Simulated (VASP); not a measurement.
Set up this calculation in VASP 6.6.1, as the native input.

```yaml
Task: single point
Functional: PBE
Potentials_or_basis: VASP PAW PBE potentials, release 64 (La, S)
Cutoff: 520 eV
k_mesh: 6 × 6 × 6
Occupations: gaussian, width 0.1 eV
Spin: no spin polarisation
Dipole_correction: no
Further_INCAR_settings: ALGO = Normal; EDIFF = 1e-06; NBANDS = 21
```

The structure of La2S lies in POSCAR:

```
La2S
1.0
   -2.0002372900      2.0002372900      4.9787457100
    2.0002372900     -2.0002372900      4.9787457100
    2.0002372900      2.0002372900     -4.9787457100
La S
2 1
Direct
    0.6683896800      0.6683896800      0.0000000000
    0.3316103200      0.3316103200      0.0000000000
    0.0000000000      0.0000000000      0.0000000000
```

The cell was generated, and may not be a known phase.

One way to write it, as run:

INCAR

```
PREC = Accurate
ENCUT = 520
EDIFF = 1E-6
ISMEAR = 0
SIGMA = 0.1
LREAL = False
LASPH = True
NELM = 60
ALGO = Normal
ISIF = 2
LWAVE = False
LCHARG = False
GGA = PE
NBANDS = 21
```

KPOINTS

```
Automatic mesh
0
Gamma
  6 6 6
```

Potentials or basis: VASP PAW PBE potentials, release 64 (La, S).

Launch:

```console
$ cat potpaw_PBE.64/La/POTCAR potpaw_PBE.64/S/POTCAR > POTCAR
$ mpirun -np 1 vasp_std > vasp.out
```

It gave:

```yaml
Pressure: 0.2 GPa
Largest_force: 0.870 eV/Å
Band_gap_on_the_k_mesh: zero (bands 14 and 15 overlap by 1.12 eV)
```

Caveat: spin-orbit coupling is left out, which moves the levels of the heavy elements.

Run time: 51 s on 1 thread of Intel(R) Xeon(R) 6975P-C (Granite Rapids) (shared host), peak memory 0.35 GiB.
